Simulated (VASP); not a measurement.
# LiS2 in VASP: notebook

LiS2 is run at these levels: PBE+D3(BJ); tasks: single point.

Everything below comes from runs of VASP 6.6.1. Logs are shortened: lines on timing, memory, paths and dates and some standing lists are left out, and cuts for length are marked.

**1. The cell of the first run**

The cell holds a sheet with vacuum, 6 atoms: a = 3.001 Å, b = 3.001 Å, c = 22.000 Å, α = 90.00°, β = 90.00°, γ = 120.00°.

**2. Single point, PBE+D3(BJ)**

INCAR reads:

```
SYSTEM = LiS2
  ALGO = Normal
  DIPOL = 0.5 0.5 0.500
  EDIFF = 1E-7
  ENCUT = 520
  GGA = PE
  IDIPOL = 3
  ISIF = 2
  ISMEAR = 0
  IVDW = 12
  LASPH = .True.
  LCHARG = .True.
  LDIPOL = .True.
  LELF = .True.
  LREAL = .False.
  LVACPOTAV = .True.
  LVHAR = .True.
  LWAVE = .False.
  NBANDS = 24
  NELM = 80
  PREC = Accurate
  SIGMA = 0.1
```

KPOINTS reads:

```
k-points
0
Gamma
  6 6 1
  0 0 0
```

POSCAR reads:

```
LiS2
1.0
    3.0013559300      0.0000000000      0.0000000000
   -1.5006779700      2.5992504800      0.0000000000
    0.0000000000      0.0000000000     22.0000000000
Li S
2 4
Direct
    0.0000000000      0.0000000000      0.3808917600
    0.6666666700      0.3333333300      0.6191082400
    0.3333333300      0.6666666700      0.3292835100
    0.6666666700      0.3333333300      0.4325000000
    0.0000000000      0.0000000000      0.5675000000
    0.3333333300      0.6666666700      0.6707164900
```

Potentials or basis: VASP PAW PBE potentials, release 64 (Li_sv, S).

Started as:

```
$ cat potpaw_PBE.64/Li_sv/POTCAR potpaw_PBE.64/S/POTCAR > POTCAR
$ mpirun -np 1 vasp_std > vasp.out
```

OUTCAR:

```text
SYSTEM = LiS2
   EDIFF = 1E-7
   ENCUT = 520
   GGA = PE
   ISIF = 2
   ISMEAR = 0
   IVDW = 12
   LASPH = .True.
   LREAL = .False.
   NELM = 80
   PREC = Accurate
 IVDW          = 12

 ion  position               nearest neighbor table
   1  0.000  0.000  0.381-   4 2.07   4 2.07   4 2.07   3 2.07   3 2.07   3 2.07
   2  0.667  0.333  0.619-   5 2.07   5 2.07   5 2.07   6 2.07   6 2.07   6 2.07
   3  0.333  0.667  0.329-   1 2.07   1 2.07   1 2.07
   4  0.667  0.333  0.432-   1 2.07   1 2.07   1 2.07
   5  0.000  0.000  0.568-   2 2.07   2 2.07   2 2.07
   6  0.333  0.667  0.671-   2 2.07   2 2.07   2 2.07

  LATTYP: Found a hexagonal cell.
 ALAT       =     3.0013559300
 C/A-ratio  =     7.3300203352

  Lattice vectors:

 A1 = (   3.0013559300,   0.0000000000,   0.0000000000)
 A2 = (  -1.5006779700,   2.5992504800,   0.0000000000)
 A3 = (   0.0000000000,   0.0000000000,  22.0000000000)

Analysis of symmetry for initial positions (statically):
=====================================================================
 Subroutine PRICEL returns:
 Original cell was already a primitive cell.

 Routine SETGRP: Setting up the symmetry group for a
 hexagonal supercell.

 Subroutine GETGRP returns: Found 12 space group operations
 (whereof  6 operations were pure point group operations)
 out of a pool of 24 trial point group operations.

The static configuration has the point symmetry C_3v.
 The point group associated with its full space group is D_3d.

Analysis of symmetry for dynamics (positions and initial velocities):
=====================================================================
 Subroutine PRICEL returns:
 Original cell was already a primitive cell.

 Routine SETGRP: Setting up the symmetry group for a
 hexagonal supercell.

 Subroutine GETGRP returns: Found 12 space group operations
 (whereof  6 operations were pure point group operations)
 out of a pool of 24 trial point group operations.

The dynamic configuration has the point symmetry C_3v.
 The point group associated with its full space group is D_3d.

 Subroutine INISYM returns: Found 12 space group operations
 (whereof  6 operations are pure point group operations),
 and found     1 'primitive' translations

----------------------------------------------------------------------------------------

                                     Primitive cell

  volume of cell :     171.6281

  direct lattice vectors                    reciprocal lattice vectors
     3.001355930  0.000000000  0.000000000     0.333182743  0.192363147  0.000000000
    -1.500677970  2.599250480  0.000000000     0.000000000  0.384726292  0.000000000
     0.000000000  0.000000000 22.000000000     0.000000000  0.000000000  0.045454545

  length of vectors
     3.001355930  3.001355931 22.000000000     0.384726293  0.384726292  0.045454545

  position of ions in fractional coordinates (direct lattice)
     0.000000000  0.000000000  0.380891760
     0.666666670  0.333333330  0.619108240
     0.333333330  0.666666670  0.329283510
     0.666666670  0.333333330  0.432500000
     0.000000000  0.000000000  0.567500000
     0.333333330  0.666666670  0.670716490

  ion indices of the primitive-cell ions
   primitive index   ion index
                 1           1
                 2           2
                 3           3
                 4           4
                 5           5
                 6           6

----------------------------------------------------------------------------------------

 KPOINTS: k-points

Automatic generation of k-mesh.
 Grid dimensions read from file:
 generate k-points for:    6    6    1

 Generating k-lattice:

  Cartesian coordinates                     Fractional coordinates (reciprocal lattice)
     0.055530457  0.032060524  0.000000000     0.166666667  0.000000000  0.000000000
     0.000000000  0.064121049  0.000000000     0.000000000  0.166666667  0.000000000
     0.000000000  0.000000000  0.045454545     0.000000000  0.000000000  1.000000000

  Length of vectors
     0.064121049  0.064121049  0.045454545

  Shift w.r.t. Gamma in fractional coordinates (k-lattice)
     0.000000000  0.000000000  0.000000000

 Subroutine IBZKPT returns following result:
 ===========================================

 Found      7 irreducible k-points:

 Following reciprocal coordinates:
            Coordinates               Weight
  0.000000  0.000000  0.000000      1.000000
  0.166667  0.000000  0.000000      6.000000
  0.333333  0.000000  0.000000      6.000000
  0.500000  0.000000  0.000000      3.000000
  0.166667  0.166667  0.000000      6.000000
  0.333333  0.166667  0.000000     12.000000
  0.333333  0.333333  0.000000      2.000000
   k-points           NKPTS =      7   k-points in BZ     NKDIM =      7   number of bands    NBANDS=     24
   number of dos      NEDOS =    301   number of ions     NIONS =      6
   total plane-waves  NPLWV =  96768
   dimension x,y,z NGX =    24 NGY =   24 NGZ =  168
   dimension x,y,z NGXF=    48 NGYF=   48 NGZF=  336
   ions per type =               2   4
   NGX,Y,Z   is equivalent  to a cutoff of  13.29, 13.29, 12.70 a.u.
   NGXF,Y,Z  is equivalent  to a cutoff of  26.59, 26.59, 25.39 a.u.
 SYSTEM =  LiS2
   PREC   = accura    normal or accurate (medium, high low for compatibility)
   ISTART =      0    job   : 0-new  1-cont  2-samecut
   ICHARG =      2    charge: 1-file 2-atom 10-const
   ISPIN  =      1    spin polarized calculation?
   LNONCOLLINEAR =      F non collinear calculations
   LSORBIT =      F    spin-orbit coupling
   LASPH  =      T    aspherical Exc in radial PAW
   ENCUT  =  520.0 eV  38.22 Ry    6.18 a.u.   5.58  5.58 40.91*2*pi/ulx,y,z
   NELM   =     80;   NELMIN=  2; NELMDL= -5     # of ELM steps
   EDIFF  = 0.1E-06   stopping-criterion for ELM
   LREAL  =      F    real-space projection
   EDIFFG = 0.1E-05   stopping-criterion for IOM
   NSW    =      0    number of steps for IOM
   IBRION =     -1    ionic relax: 0-MD 1-quasi-New 2-CG
   NFREE  =      0    steps in history (QN), initial steepest desc. (CG)
   ISIF   =      2    stress and relaxation
   ISYM   =      2    0-nonsym 1-usesym 2-fastsym
   POTIM  = 0.5000    time-step for ionic-motion
   TEBEG  =    0.0;   TEEND  =   0.0 temperature during run
   PSTRESS=    0.0 pullay stress
   NELECT =      30.0000    total number of electrons
   NUPDOWN=      -1.0000    fix difference up-down
   EMIN   =  10.00;   EMAX   =-10.00  energy-range for DOS
   EFERMI =   0.00;   METHOD = LEGACY
   ISMEAR =     0;   SIGMA  =   0.10  broadening in eV -4-tet -1-fermi 0-gaus
   EFERMI_NEDOS =   21; number of points for ismear=-14 and -15
   IALGO  =     38    algorithm
   IMIX   =      4    mixing-type and parameters
     AMIX     =   0.40;   BMIX     =  1.00
     AMIX_MAG =   1.60;   BMIX_MAG =  1.00
  volume/ion in A,a.u.               =      28.60       193.03
  Fermi-wavevector in a.u.,A,eV,Ry     =   0.915347  1.729755 11.399782  0.837860
  Thomas-Fermi vector in A             =   2.040078
   LORBIT       =      0    0 simple, 1 ext, 2 COOP (PROOUT), +10 PAW based schemes
   GGA     = PE    functional components
   LHFCALC =     F    Hartree Fock is set to
   AEXX    =    0.0000 exact exchange contribution
   IVDW    =    12    specifies the selected vdW correction
   LEPSILON=     F    determine dielectric tensor
   LRPA    =     F    only Hartree local field effects (RPA)
 non-spin polarized calculation
 Gauss-broadening in eV      SIGMA  =   0.10
  energy-cutoff  :      520.00
  volume of cell :      171.63
 maximum number of plane-waves:      4689
 NGX is ok and might be reduce to    24
   NGX = 11   NGY = 11   NGZ = 81

 number of electron      29.9999998 magnetization

 dipolmoment           0.000000      0.000000     -0.000000 electrons x Angstroem

 Free energy of the ion-electron system (eV)
  ---------------------------------------------------
  ext. energy  EPLUGINS =         0.00000000
  ---------------------------------------------------
  free energy    TOTEN  =       -15.39845034 eV

  energy without entropy =      -15.36751749  energy(sigma->0) =      -15.38298392

 E-fermi :  -0.4887     XC(G=0):  -5.4609

 val. band max:       -0.4932068387   @ k =   0.1667   0.0000   0.0000
 cond. band min:      -0.4179386424   @ k =   0.3333   0.1667   0.0000
 fundamental gap:      0.0752681962
 Fermi energy:        -0.4887438262

 k-point     1 :       0.0000    0.0000    0.0000
  band No.  band energies     occupation
      1     -44.6827      2.00000
      2     -44.6826      2.00000
      3     -15.2531      2.00000
      4     -15.0605      2.00000
      5     -13.5636      2.00000
      6     -13.2354      2.00000
[... 16 lines left out ...]
     23       7.4820      0.00000
     24       7.8507      0.00000

 k-point     2 :       0.1667    0.0000    0.0000
  band No.  band energies     occupation
      1     -44.6743      2.00000
      2     -44.6743      2.00000
      3     -14.8780      2.00000
      4     -14.6975      2.00000
      5     -13.1614      2.00000
      6     -12.8506      2.00000
[... 16 lines left out ...]
     23       7.8521      0.00000
     24       8.0565      0.00000

 k-point     3 :       0.3333    0.0000    0.0000
  band No.  band energies     occupation
      1     -44.6577      2.00000
      2     -44.6577      2.00000
      3     -13.8643      2.00000
      4     -13.7245      2.00000
      5     -12.2048      2.00000
      6     -11.9750      2.00000
[... 16 lines left out ...]
     23       7.9152      0.00000
     24       8.0354      0.00000

 k-point     4 :       0.5000    0.0000    0.0000
  band No.  band energies     occupation
      1     -44.6494      2.00000
      2     -44.6494      2.00000
      3     -13.0069      2.00000
      4     -12.9542      2.00000
      5     -11.7195      2.00000
      6     -11.6037      2.00000
[... 16 lines left out ...]
     23       7.5427      0.00000
     24       7.6962      0.00000

 k-point     5 :       0.1667    0.1667    0.0000
  band No.  band energies     occupation
      1     -44.6619      2.00000
      2     -44.6619      2.00000
      3     -14.1694      2.00000
      4     -14.0137      2.00000
      5     -12.4718      2.00000
      6     -12.2102      2.00000
[... 16 lines left out ...]
     23       8.5825      0.00000
     24       8.8369      0.00000

 k-point     6 :       0.3333    0.1667    0.0000
  band No.  band energies     occupation
      1     -44.6494      2.00000
      2     -44.6494      2.00000
      3     -13.0344      2.00000
      4     -12.9424      2.00000
      5     -11.7678      2.00000
      6     -11.6464      2.00000
[... 16 lines left out ...]
     23       8.5400      0.00000
     24       9.0859      0.00000

 k-point     7 :       0.3333    0.3333    0.0000
  band No.  band energies     occupation
      1     -44.6452      2.00000
      2     -44.6452      2.00000
      3     -12.0992      2.00000
      4     -12.0992      2.00000
      5     -11.9857      2.00000
      6     -11.9842      2.00000
[... 16 lines left out ...]
     23       8.8078      0.00000
     24      10.2281      0.00000

------------------------ aborting loop because EDIFF is reached ----------------------------------------

 Edisp (eV)   -1.84112

 E8    (eV) :    -0.7150

  FORCE on cell =-STRESS in cart. coord.  units (eV):
  Direction    XX          YY          ZZ          XY          YZ          ZX
  --------------------------------------------------------------------------------------
  -------------------------------------------------------------------------------------
  Total      11.54163    11.54163     9.93284    -0.00000     0.00000     0.00000
  in kB     107.74312   107.74312    92.72473    -0.00000     0.00000     0.00000
  external pressure =      102.74 kB  Pullay stress =        0.00 kB

 VOLUME and BASIS-vectors are now :
 -----------------------------------------------------------------------------
  energy-cutoff  :      520.00
  volume of cell :      171.63
      direct lattice vectors                 reciprocal lattice vectors
     3.001355930  0.000000000  0.000000000     0.333182743  0.192363147  0.000000000
    -1.500677970  2.599250480  0.000000000     0.000000000  0.384726292  0.000000000
     0.000000000  0.000000000 22.000000000     0.000000000  0.000000000  0.045454545

 POSITION                                       TOTAL-FORCE (eV/Angst)
 -----------------------------------------------------------------------------------
      0.00000      0.00000      8.37962         0.000000      0.000000      0.121603
      1.50068      0.86642     13.62038         0.000000     -0.000000     -0.121603
     -0.00000      1.73283      7.24424        -0.000000      0.000000     -2.547106
      1.50068      0.86642      9.51500         0.000000     -0.000000      2.853516
      0.00000      0.00000     12.48500        -0.000000      0.000000     -2.853516
     -0.00000      1.73283     14.75576         0.000000     -0.000000      2.547106
 -----------------------------------------------------------------------------------
    total drift:                               -0.000000      0.000000      0.000002

  FREE ENERGIE OF THE ION-ELECTRON SYSTEM (eV)
  ---------------------------------------------------
  free  energy   TOTEN  =       -17.2395683377 eV

  energy  without entropy=      -17.2086354943  energy(sigma->0) =      -17.22410192

 vacuum level on the upper side and lower side of the slab         5.441         5.441
```

It took 57 s on 1 thread of Intel Xeon Platinum 8375C at 2.90GHz (Ice Lake), shared host; peak memory 0.29 GiB.

What came out:

```yaml
Free_energy: -17.2396 eV
Largest_force: 2.854 eV/Å
Band_gap_on_the_k_mesh: zero (bands 15 and 16 overlap by 2.04 eV)
Dispersion_energy_per_atom: -0.307 eV
```

Forces in eV/Å, atoms in the order of the input:
```
Li   0.000  0.000  0.122
Li   0.000  0.000 -0.122
S    0.000  0.000 -2.547
S    0.000  0.000  2.854
S    0.000  0.000 -2.854
S    0.000  0.000  2.547
```

Levels at points of the mesh, in eV from the Fermi level:
| k point | band 11 | band 12 | band 13 | band 14 | band 15 | band 16 | band 17 | band 18 | band 19 | band 20 |
| --- | --- | --- | --- | --- | --- | --- | --- | --- | --- | --- |
| (0.00, 0.00, 0.00) | 1.01 | 1.01 | 1.07 | 1.07 | 1.61 | 1.61 | 1.68 | 1.68 | 5.44 | 5.63 |
| (0.50, 0.00, 0.00) | -1.99 | -1.72 | -1.56 | -1.47 | -0.67 | 0.14 | 0.66 | 0.85 | 6.59 | 7.24 |

Caveat: the k points lie up to 0.40 Å⁻¹ apart, too coarse for converged energies and pressures of a metal; the cutoff is under 1.25 times the usual one of these potentials, so pressure, stress and relaxed cells hold a basis-set (Pulay) error.

**3. Single point, PBE+D3(BJ)**

This run uses another cell than the first one.

INCAR reads:

```
PREC     = Accurate       # precision mode
ENCUT    = 520            # plane-wave cutoff, eV
EDIFF    = 1E-6           # SCF threshold, eV
ISMEAR   = 0              # smearing method
SIGMA    = 0.1            # smearing width, eV
LREAL    = False          # projectors in reciprocal space
LASPH    = True           # aspherical terms in the spheres
NELM     = 60             # most SCF steps
ALGO     = Normal         # electronic algorithm
ISIF     = 2              # what is computed and relaxed
LWAVE    = False          # write WAVECAR
LCHARG   = False          # write CHGCAR
LDIPOL   = True         
IDIPOL   = 3            
DIPOL    = 0.5 0.5 0.267
GGA      = PE             # functional
IVDW     = 12             # dispersion correction
NBANDS   = 24             # bands
```

KPOINTS reads:

```
regular mesh
0
Gamma
  15 15 1
```

POSCAR reads:

```
LiS2
1.0
    2.9729658400      0.0000000029      0.0000000000
   -1.4864829225      2.5746639406      0.0000000000
    0.0000000000      0.0000000000     41.2709031483
Li S
2 4
Direct
    1.0000000000      0.0000000000      0.1993921135
    0.6666666667      0.3333333333      0.3336710938
    0.3333333333      0.6666666667      0.1581824990
    0.6666666667      0.3333333333      0.2460031043
    1.0000000000      0.0000000000      0.2870601030
    0.3333333333      0.6666666667      0.3748807083
```

Potentials or basis: VASP PAW PBE potentials, release 64 (Li_sv, S).

Started as:

```
$ cat potpaw_PBE.64/Li_sv/POTCAR potpaw_PBE.64/S/POTCAR > POTCAR
$ mpirun -np 1 vasp_std > vasp.out
```

Run time: 5.4 min. Hardware: 1 thread of Intel Xeon Platinum 8375C at 2.90GHz (Ice Lake), shared host; peak memory 0.52 GiB.

It converged, with:

```yaml
Free_energy: -21.3818 eV
Largest_force: 0.033 eV/Å
Band_gap_on_the_k_mesh: zero (bands 15 and 16 overlap by 3.36 eV)
Dispersion_energy_per_atom: -0.287 eV
```

Forces in eV/Å, atoms in the order of the input:
```
Li   0.000  0.000 -0.004
Li   0.000  0.000  0.004
S    0.000  0.000  0.002
S    0.000  0.000  0.033
S    0.000  0.000 -0.033
S    0.000  0.000 -0.002
```

Levels at points of the mesh, in eV from the Fermi level:
| k point | band 10 | band 11 | band 12 | band 13 | band 14 | band 15 | band 16 | band 17 | band 18 | band 19 |
| --- | --- | --- | --- | --- | --- | --- | --- | --- | --- | --- |
| (0.00, 0.00, 0.00) | -0.58 | -0.58 | 0.46 | 1.66 | 1.66 | 2.15 | 2.15 | 2.16 | 2.16 | 5.12 |

Caveat: the cutoff is under 1.25 times the usual one of these potentials, so pressure, stress and relaxed cells hold a basis-set (Pulay) error.

**4. Single point, PBE+D3(BJ)**

This run uses another cell than the first one.

INCAR reads:

```
SYSTEM = LiS2
PREC = Accurate ; ENCUT = 520
EDIFF = 1E-6 ; ISMEAR = 0
SIGMA = 0.1 ; LREAL = .FALSE.
LASPH = .TRUE. ; NELM = 100
ALGO = Normal ; ISIF = 2
LWAVE = .FALSE. ; LCHARG = .FALSE.
LDIPOL = .TRUE. ; IDIPOL = 3
DIPOL = 0.5 0.5 0.267 ; GGA = PE
IVDW = 12 ; NBANDS = 24
```

KPOINTS reads:

```
regular mesh
0
G
  15 15 1
  0 0 0
```

POSCAR reads:

```
LiS2
1.0
    2.9684678091      0.0000000029      0.0000000000
   -1.4842339070      2.5707685315      0.0000000000
    0.0000000000      0.0000000000     41.2709031483
Li S
2 4
Direct
    1.0000000000      0.0000000000      0.1996930356
    0.6666666667      0.3333333333      0.3333701717
    0.3333333333      0.6666666667      0.1578671020
    0.6666666667      0.3333333333      0.2458629774
    1.0000000000      0.0000000000      0.2872002299
    0.3333333333      0.6666666667      0.3751961053
```

Started as:

```
$ cat potpaw_PBE.64/Li_sv/POTCAR potpaw_PBE.64/S/POTCAR > POTCAR
$ mpirun -np 1 vasp_std > vasp.out
```

Run time: 4.8 min. Hardware: 1 thread of Intel Xeon Platinum 8375C at 2.90GHz (Ice Lake), shared host; peak memory 0.51 GiB.

The run converged. Its results:

```yaml
Free_energy: -21.3789 eV
Largest_force: 0.129 eV/Å
Band_gap_on_the_k_mesh: zero (bands 15 and 16 overlap by 3.39 eV)
Dispersion_energy_per_atom: -0.287 eV
```

Forces on the atoms (eV/Å):
```
Li   0.000  0.000 -0.082
Li   0.000  0.000  0.082
S    0.000  0.000  0.066
S    0.000  0.000  0.129
S    0.000  0.000 -0.129
S    0.000  0.000 -0.066
```

Levels at points of the mesh, in eV from the Fermi level:
| k point | band 11 | band 12 | band 13 | band 14 | band 15 | band 16 | band 17 | band 18 |
| --- | --- | --- | --- | --- | --- | --- | --- | --- |
| (0.00, 0.00, 0.00) | -0.48 | 0.46 | 1.71 | 1.71 | 2.17 | 2.17 | 2.18 | 2.18 |

Caveat: the cutoff is under 1.25 times the usual one of these potentials, so pressure, stress and relaxed cells hold a basis-set (Pulay) error.

**5. The runs side by side**

| cell | k mesh | gap on the mesh (eV) | largest force (eV/Å) |
| --- | --- | --- | --- |
| a = 3.001, b = 3.001, c = 22.000 Å, angles 90.0, 90.0, 120.0°, 6 atoms, atomic positions A | 6 × 6 × 1 | none | 2.85 |
| a = 2.973, b = 2.973, c = 41.271 Å, angles 90.0, 90.0, 120.0°, 6 atoms, atomic positions B | 15 × 15 × 1 | none | 0.03 |
| a = 2.968, b = 2.968, c = 41.271 Å, angles 90.0, 90.0, 120.0°, 6 atoms, atomic positions C | 15 × 15 × 1 | none | 0.13 |

Alike in all rows: task single point; level PBE+D3(BJ); potentials or basis VASP PAW PBE potentials, release 64 (Li_sv, S); no spin polarisation; cutoff (eV) 520; smearing gaussian 0.1 eV.

Caveats: some runs use coarse meshes; the cutoff is under 1.25 times the usual one of these potentials, so pressure, stress and relaxed cells hold a basis-set (Pulay) error.

Total energies depend on the potentials used, so only differences within one code and one set of settings carry meaning.
